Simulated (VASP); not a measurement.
Input of a VASP 6.6.1 run:

INCAR

```
SYSTEM = LiAl16O24
ALGO = Normal
EDIFF = 1E-6
ENCUT = 520
GGA = PE
ISIF = 2
ISMEAR = -1
IVDW = 12
LASPH = .TRUE.
LCHARG = .FALSE.
LREAL = Auto
LWAVE = .FALSE.
NBANDS = 124
NELECT = 194.0
NELM = 60
PREC = Accurate
SIGMA = 0.02
```

KPOINTS

```
k-points
0
G
  1 1 1
  0 0 0
```

The input POSCAR:

```
LiAl16O24
1.0
   -4.7474000000     -2.7409130000      4.3180670000
    4.7474000000     -2.7409130000      4.3180670000
    0.0000000000      5.4818250000      4.3180670000
Al O Li
16 24 1
Direct
    0.3460876852      0.3348815513      0.3569025704
    0.1521500430      0.1554571163      0.1437522106
    0.6342088590      0.6747363056      0.6578839744
    0.8496488035      0.8431189135      0.8720141634
    0.8458581310      0.8488492419      0.3444921116
    0.6329547706      0.6127121115      0.1437047974
    0.1613664212      0.1627777200      0.6605557256
    0.3536794364      0.3604199680      0.8691784836
    0.8530433390      0.3738126022      0.8471276260
    0.6527724869      0.1636626583      0.6701559614
    0.1417435680      0.6340551491      0.1342612705
    0.3534565957      0.8725828543      0.3242838775
    0.3626602052      0.8555194545      0.8457994310
    0.1658460471      0.6494160011      0.6425893469
    0.6651237175      0.1288933598      0.1392477377
    0.8468243122      0.3509950161      0.3584788950
    0.5978928724      0.4235026799      0.7766312036
    0.7545382035      0.5985370239      0.4222793468
    0.3910150881      0.7458619516      0.5819012933
    0.3931589756      0.5728994651      0.2369798632
    0.2554284282      0.4146945529      0.6035487799
    0.5962461490      0.2394824468      0.3938030442
    0.0870623603      0.9066478176      0.7470455815
    0.2384997024      0.0964429977      0.4140498467
    0.8805315410      0.2433406576      0.5974535706
    0.9095485426      0.0819165756      0.2283399473
    0.7443154202      0.9169783515      0.5785047307
    0.1037562263      0.7635910832      0.4006737749
    0.1052552781      0.3876203622      0.2583864406
    0.2550300435      0.6080232608      0.9164929602
    0.8858151933      0.7328051246      0.0927241332
    0.9107190232      0.6150835175      0.7578118636
    0.7619908897      0.3875543560      0.0874897517
    0.0971610940      0.2609138850      0.9023732725
    0.5957999518      0.8703712961      0.2526070850
    0.7449599804      0.1010075011      0.9016200385
    0.4284350808      0.2091571603      0.1147582898
    0.4048465049      0.0937499047      0.7312362910
    0.2570191745      0.9067221698      0.0861234679
    0.6066685429      0.7561187682      0.9073951571
    0.0063099872      0.9904486736      0.4827459416
```

Potentials or basis: VASP PAW PBE potentials, release 64 (Al, O, Li_sv).

The run is started by

```bash
$ cat potpaw_PBE.64/Al/POTCAR potpaw_PBE.64/O/POTCAR potpaw_PBE.64/Li_sv/POTCAR > POTCAR
$ mpirun -np 1 vasp_gam > vasp.out
```

Question: Estimate the dispersion energy per atom.

Answer: -0.247 eV.

Question: Predict the largest force.

Answer: 5.480 eV/Å.

Forces on the atoms (eV/Å):
```
Al  -0.769 -1.392  2.151
Al  -0.799  0.029 -1.557
Al  -2.160 -1.991 -1.339
Al   0.733 -3.257  0.124
Al  -1.159  1.340 -4.918
Al   0.921 -0.185  1.968
Al   0.260  1.222 -0.035
Al  -0.747 -0.493  0.447
Al  -0.532 -0.342 -0.022
Al   0.328 -0.489 -3.702
Al   1.435  2.557  2.422
Al  -1.341  2.545 -0.471
Al   1.257  0.927 -0.148
Al   2.865  0.764 -0.756
Al   0.521  1.571  1.064
Al   1.285 -0.378 -0.278
O    0.088 -0.217 -1.756
O   -1.303 -0.153 -1.512
O   -0.750 -0.275  2.750
O    0.054 -0.020  0.528
O   -1.668  0.718 -1.618
O   -0.115  0.598  1.686
O    0.254 -0.831  1.234
O    0.174 -0.222 -0.292
O   -2.139 -2.038  3.152
O   -0.369  1.053  1.211
O   -0.252  1.139  0.846
O    0.340 -0.201 -1.770
O    1.697 -0.269 -0.839
O   -1.687 -2.686 -2.447
O   -2.296  1.588  2.927
O   -1.392 -0.263 -1.362
O    0.802  1.642  1.711
O   -0.480 -0.144  0.610
O    0.754 -2.157  1.244
O   -1.744 -0.451 -0.616
O    4.696 -1.190 -2.561
O    0.248  0.680  1.685
O    0.919  0.443 -0.132
O    1.619  0.039 -1.802
Li   0.451  0.788  2.175
```

Caveat: the k points lie up to 0.91 Å⁻¹ apart, too coarse for converged energies, forces and pressures; the cell carries a net charge on a neutralising background, which shifts energy and pressure.
